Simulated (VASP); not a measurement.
## C: single point with LDA

The system is C.

```
CELL_PARAMETERS angstrom
0.00000 1.83522 1.79154
1.83522 0.00000 1.79154
1.83522 1.83522 0.00000
ATOMIC_POSITIONS crystal
C 0.50000 0.50000 0.50000
C 0.75000 0.75000 0.75000
```

This cell differs from its parent crystal: volume 6.034 Å^3 an atom, c/a of the conventional cell 0.9762.

```json
{
 "Program": "VASP 6.6.1",
 "Task": "single point",
 "Functional": "LDA",
 "Potentials or basis": "VASP PAW LDA potentials, release 64 (C)",
 "Cutoff": "520 eV",
 "k mesh": "12 × 12 × 12",
 "Occupations": "gaussian, width 0.05 eV",
 "Spin": "no spin polarisation",
 "Dipole correction": "no",
 "Further INCAR settings": "ALGO = Normal; EDIFF = 1e-07; NBANDS = 11"
}
```

```
Pressure               : -35.0 GPa
Band gap on the k mesh : 3.39 eV, indirect (least direct gap 4.96 eV)
```

Stress tensor (GPa, compression positive):
```
-41.72   0.00   0.00
  0.00 -41.72   0.00
  0.00   0.00 -21.41
```

Levels at points of the mesh, in eV from the valence-band top:
| k point | band 1 | band 2 | band 3 | band 4 | band 5 | band 6 | band 7 | band 8 |
| --- | --- | --- | --- | --- | --- | --- | --- | --- |
| (0.00, 0.00, 0.00) | -20.74 | -0.34 | -0.34 | 0.00 | 4.96 | 5.24 | 5.24 | 11.94 |
| (0.50, 0.00, 0.00) | -15.24 | -12.92 | -3.06 | -2.66 | 7.56 | 7.80 | 8.38 | 14.61 |
| (0.50, 0.50, 0.00) | -12.17 | -12.17 | -6.37 | -6.37 | 3.98 | 3.98 | 15.56 | 15.56 |
| (0.50, 0.00, 0.50) | -12.53 | -12.53 | -6.04 | -6.04 | 4.52 | 4.52 | 15.42 | 15.42 |

It took 31 s on 1 thread of AMD EPYC 7R13, with other jobs on the host, peak memory 0.09 GiB.

 A k mesh can miss the band edges.
